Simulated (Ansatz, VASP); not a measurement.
## One calculation of BaS, two programs

Contents of POSCAR:

```
BaS
1.0
    3.8337582573      0.0000000000      0.0000000000
    0.0000000000      3.8337582573      0.0000000000
    0.0000000000      0.0000000000      4.0518991021
Ba S
1 1
Direct
    0.0000000000      0.0000000000      0.0000000000
    0.5000000000      0.5000000000      0.5000000000
```

File INCAR.step1:

```
SYSTEM = BaS
  PREC = Accurate
  ENCUT = 400
  EDIFF = 1E-5
  ISMEAR = 0
  SIGMA = 0.01
  LREAL = .FALSE.
  LASPH = .TRUE.
  NELM = 120
  ALGO = Normal
  ISIF = 2
  LWAVE = .TRUE.
  LCHARG = .FALSE.
  GGA = PE
  NBANDS = 15
  GGA_COMPAT = .FALSE.
```

The input INCAR.step2:

```
SYSTEM = BaS
  PREC = Accurate
  ENCUT = 400
  EDIFF = 1E-6
  ISMEAR = 0
  SIGMA = 0.01
  LREAL = .FALSE.
  LASPH = .TRUE.
  NELM = 120
  ALGO = Normal
  ISIF = 2
  LWAVE = .FALSE.
  LCHARG = .FALSE.
  GGA = PE
  LHFCALC = .TRUE.
  HFSCREEN = 0.2079
  PRECFOCK = Normal
  ISTART = 1
  NBANDS = 15
  GGA_COMPAT = .FALSE.
```

KPOINTS

```
Automatic mesh
0
G
  4 4 4
  0 0 0
```

Input for Ansatz:

```yaml
crystal:
  lattice:
    - [3.8337582573, 0.0, 0.0]
    - [0.0, 3.8337582573, 0.0]
    - [0.0, 0.0, 4.0518991021]
  atoms:
    - { symbol: Ba, position: [0.0, 0.0, 0.0] }
    - { symbol: S, position: [0.5, 0.5, 0.5] }
kpoints:
  mp_grid: { grid: [4, 4, 4] }
  band_path:
    path: [[0.0, 0.0, 0.0], [0.0, 0.5, 0.0], [0.5, 0.5, 0.0], [0.5, 0.5, 0.5]]
    npoints: 1
hamiltonian:
  xc: hse06
scf:
  occupations: { method: fixed }
  n_extra_bands: 4
output:
  forces: true
  stress: true
  eigenvalues: true
```

Change from the starting cell: uniaxial_z strain +5.7%.

Alike in both runs: task single point; functional HSE06; k mesh 4 × 4 × 4; no spin polarisation.

|  | VASP | Ansatz |
| --- | --- | --- |
| version | VASP 6.6.1 | Ansatz 0.2.0 |
| potentials or method | VASP PAW PBE potentials, release 64 (Ba_sv, S) | plane waves, PAW |
| plane-wave cutoff (eV) | 400 | 420 |
| occupations | gaussian, width 0.01 eV | fixed |
| valence electrons in the cell | 16 | 16 |

Ansatz gave:

```
gap on the k mesh at the Fermi level (eV)                     : 2.30
pressure (GPa)                                                : -2.7
traceless stress, the component that is largest in VASP (GPa) : -4.18
```

What did VASP give for the same quantities?

gap on the k mesh at the Fermi level (eV): 2.20; pressure (GPa): -2.0; traceless stress, the component that is largest in VASP (GPa): -4.20.

Ansatz's warnings: stress exchange threshold loose, stress scf threshold loose.

Neither program's run includes spin-orbit coupling.
